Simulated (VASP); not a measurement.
Na2S, 3 atoms in the cell. It takes space group Fm-3m (No. 225, cubic). Conventional cell: a = 6.501 Å, b = 6.501 Å, c = 6.501 Å, α = 90.00°, β = 90.00°, γ = 90.00°. Na (site symmetry -43m) has 4 S at 2.82 Å and 6 Na at 3.25 Å within 3.7 Å. S (site symmetry m-3m) has 8 Na at 2.82 Å within 3.7 Å. 

```yaml
Program: VASP 6.6.1
Task: single point
Functional: PBEsol
Potentials_or_basis: VASP PAW PBE potentials, release 64 (Na_pv, S)
Cutoff: 500 eV
k_mesh: 8 × 8 × 8
Occupations: gaussian, width 0.02 eV
Spin: no spin polarisation
Dipole_correction: no
Further_INCAR_settings: ALGO = Normal; EDIFF = 1e-06; NBANDS = 17
```

Potentials or basis: VASP PAW PBE potentials, release 64 (Na_pv, S).

Run with:

```sh
$ cat potpaw_PBE.64/Na_pv/POTCAR potpaw_PBE.64/S/POTCAR > POTCAR
$ mpirun -np 1 vasp_std > vasp.out
```

Hardware: 1 thread of AMD EPYC 7571, on a shared host.

**Question.** How long does it take, and how much memory?

**Answer.** Run time: 110 s on 1 thread of AMD EPYC 7571, on a shared host, peak memory 0.17 GiB. Counts: scf iterations 18, k points 29.
